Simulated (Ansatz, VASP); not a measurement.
One calculation of Ti, two programs

Contents of INCAR:

```
PREC = Accurate
ENCUT = 520
EDIFF = 1E-6
ISMEAR = -1
SIGMA = 0.05
LREAL = F
LASPH = T
NELM = 100
ALGO = Fast
ISIF = 2
LWAVE = F
LCHARG = F
GGA = PE
NBANDS = 19
```

The input KPOINTS:

```
regular mesh
0
Gamma
  10 10 6
```

File POSCAR:

```
Ti
1.0
    3.0078578261      0.0000000000      0.0000000000
   -1.5039289131      2.6048812885      0.0000000000
    0.0000000000      0.0000000000      4.7717880089
Ti
2
Direct
    0.6666666667      0.3333333333      0.7500000000
    0.3333333333      0.6666666667      0.2500000000
```

The input input.yaml:

```yaml
crystal:
  lattice:
    - [3.0078578261, 0.0, 0.0]
    - [-1.5039289131, 2.6048812885, 0.0]
    - [0.0, 0.0, 4.7717880089]
  atoms:
    - { symbol: Ti, position: [0.6666666667, 0.3333333333, 0.75] }
    - { symbol: Ti, position: [0.3333333333, 0.6666666667, 0.25] }
hamiltonian:
  xc: pbe
  pseudopotentials: { kind: paw }
kpoints:
  mp_grid: { grid: [10, 10, 6] }
scf:
  occupations: { method: fermi_dirac, width: 0.05 }
output:
  forces: true
  stress: true
  eigenvalues: true
  write_density: true
  write_potential: true
  elf: true
  volumetric_format: npy
```

Alike in both runs: task single point; functional PBE; k mesh 10 × 10 × 6; occupations fermi-dirac, width 0.05 eV; no spin polarisation.

|  | VASP | Ansatz |
| --- | --- | --- |
| version | VASP 6.6.1 | Ansatz 0.2.0 |
| potentials or method | VASP PAW PBE potentials, release 64 (Ti_sv) | Ansatz PAW |
| plane-wave cutoff (eV) | 520 | 420 |
| valence electrons in the cell | 24 | 24 |

```tsv
	VASP	Ansatz	Ansatz less VASP
gap on the k mesh at the Fermi level (eV)	none	none	-
pressure (GPa)	-7.2	-7.0	+0.20
traceless stress, the component that is largest in VASP (GPa)	-0.27	-0.27	0.000
```

A gap of «none» marks a metal or a gap that the smearing closes. The functional is the same, so the differences come from potentials, cutoffs and numerics.
